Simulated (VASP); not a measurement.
Set up this calculation in VASP 6.6.1, as the native input.

* Task: single point
* Functional: LDA
* Potentials or basis: VASP PAW LDA potentials, release 64 (I)
* Cutoff: 520 eV
* k mesh: 13 × 13 × 13
* Occupations: fermi-dirac, width 0.08 eV
* Spin: no spin polarisation
* Dipole correction: no
* Further INCAR settings: ALGO = Normal; EDIFF = 1e-06; NBANDS = 10

The structure of I lies in POSCAR:

```
I
1.0
   -1.7718803527      1.7718803527      1.7718803527
    1.7718803527     -1.7718803527      1.7718803527
    1.7718803527      1.7718803527     -1.7718803527
I
1
Direct
    0.0000000000      0.0000000000      0.0000000000
```

One way to write it, as run:

INCAR

```
SYSTEM = I
ALGO = Normal ; EDIFF = 1E-6
ENCUT = 520 ; ISIF = 2
ISMEAR = -1 ; LASPH = .True.
LCHARG = .False. ; LREAL = .False.
LWAVE = .False. ; NBANDS = 10
NELM = 100 ; PREC = Accurate
SIGMA = 0.08
```

KPOINTS

```
k-points
0
Gamma
  13 13 13
  0 0 0
```

Potentials or basis: VASP PAW LDA potentials, release 64 (I).

Launch:

```sh
$ cat potpaw_LDA.64/I/POTCAR > POTCAR
$ mpirun -np 1 vasp_std > vasp.out
```

Results of the run:

```yaml
Pressure: 32.2 GPa
Band_gap_on_the_k_mesh: zero (an odd number of electrons rules out a gap without spin polarisation)
```

Caveat: the cell stands under pressure; spin-orbit coupling is left out, which moves the levels of the heavy elements; an odd number of electrons without spin polarisation forces a metal; a magnetic or distorted state may lie lower.

Wall time 5.7 s on 1 thread of Intel(R) Xeon(R) Platinum 8375C CPU @ 2.90GHz (Ice Lake), with other jobs on the host, peak memory 0.14 GiB.
